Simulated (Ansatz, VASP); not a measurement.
## Li2Se: VASP beside Ansatz

The input INCAR:

```
PREC = Accurate ; ENCUT = 750
EDIFF = 1E-6 ; ISMEAR = 0
SIGMA = 0.01 ; LREAL = False
LASPH = True ; NELM = 120
ALGO = Normal ; ISIF = 2
LWAVE = False ; LCHARG = True
GGA = PE ; LELF = True
LVHAR = True ; NBANDS = 13
GGA_COMPAT = False
```

Contents of KPOINTS:

```
regular mesh
0
Gamma
  4 4 4
```

POSCAR

```
Li2Se
1.0
    0.0000000000      3.0025000000      3.0025000000
    3.0025000000      0.0000000000      3.0025000000
    3.0025000000      3.0025000000      0.0000000000
Li Se
2 1
Direct
    0.2500000000      0.2500000000      0.2500000000
    0.7500000000      0.7500000000      0.7500000000
    0.0000000000      0.0000000000      0.0000000000
```

Input for Ansatz:

```yaml
crystal:
  lattice:
    - [0.0, 3.0025, 3.0025]
    - [3.0025, 0.0, 3.0025]
    - [3.0025, 3.0025, 0.0]
  atoms:
    - { symbol: Li, position: [0.25, 0.25, 0.25] }
    - { symbol: Li, position: [0.75, 0.75, 0.75] }
    - { symbol: Se, position: [0.0, 0.0, 0.0] }
basis:
  ecutwfc: 462.593566181796
kpoints:
  mp_grid:
    grid: [4, 4, 4]
hamiltonian:
  xc: pbe
scf:
  convergence:
    dr2_threshold: 1.0e-09
  occupations:
    method: fixed
output:
  eigenvalues: true
```

Alike in both runs: task single point; functional PBE; k mesh 4 × 4 × 4; no spin polarisation.

|  | VASP | Ansatz |
| --- | --- | --- |
| version | VASP 6.6.1 | Ansatz 0.2.0 |
| potentials or method | VASP PAW PBE potentials, release 64 (Li_sv, Se), cutoff 750 eV | plane waves, PAW |
| occupations | gaussian, width 0.01 eV | fixed |
| valence electrons in the cell | 12 | 22 |

|  | VASP | Ansatz | Ansatz less VASP |
| --- | --- | --- | --- |
| gap on the k mesh at the Fermi level (eV) | 2.97 | 2.98 | +0.006 |

VASP's potentials hold 12 valence electrons a cell and Ansatz's 22, so a difference there can come from the potentials and not from the codes.

The k mesh is coarse, so the values compare programs but aren't converged.
